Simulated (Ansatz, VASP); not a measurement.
**One calculation of SiO2, two programs**

```
Si O
1.0
     7.25422    0.00000    0.00000
     0.00000    7.25422    0.00000
     0.00000    0.00000    7.25422
Si O
8 16
Direct
  0.27487 0.27487 0.27487
  0.22513 0.72513 0.77487
  0.77487 0.22513 0.72513
  0.72513 0.77487 0.22513
  0.01754 0.01754 0.01754
  0.48246 0.98246 0.51754
  0.51754 0.48246 0.98246
  0.98246 0.51754 0.48246
  0.14617 0.14617 0.14617
  0.35383 0.85383 0.64617
  0.64617 0.35383 0.85383
  0.85383 0.64617 0.35383
  0.63949 0.65524 0.05625
  0.86051 0.34476 0.55625
  0.13949 0.84476 0.94375
  0.36051 0.15524 0.44375
  0.05625 0.63949 0.65524
  0.55625 0.86051 0.34476
  0.94375 0.13949 0.84476
  0.44375 0.36051 0.15524
  0.65524 0.05625 0.63949
  0.34476 0.55625 0.86051
  0.84476 0.94375 0.13949
  0.15524 0.44375 0.36051
```

Change from the starting cell: volume scaled by 1.04, ions relaxed.

Alike in both runs: functional PBE; k mesh 4 × 4 × 4; occupations fermi-dirac, width 0.02 eV; no spin polarisation.

Ansatz relaxed the structure, and its values are those at the end. VASP's run is a single point on that final structure, the one shown.

|  | VASP | Ansatz |
| --- | --- | --- |
| version | VASP 6.6.1 | Ansatz 0.2.0 |
| potentials or method | VASP PAW PBE potentials, release 64 (Si, O) | plane-wave PAW, scalar-relativistic |
| plane-wave cutoff (eV) | 520 | 420 |
| valence electrons in the cell | 128 | 128 |

Ansatz gave:

* gap on the k mesh at the Fermi level (eV): 5.58
* pressure (GPa): -0.2
* rms of the force components (eV/Å): 0.005

Estimate VASP's values.

gap on the k mesh at the Fermi level (eV): 5.58; pressure (GPa): -0.2; rms of the force components (eV/Å): 0.013.

With one functional, cell and mesh, what is left measures potentials, basis and numerics. Ansatz's warnings: stress scf threshold loose.
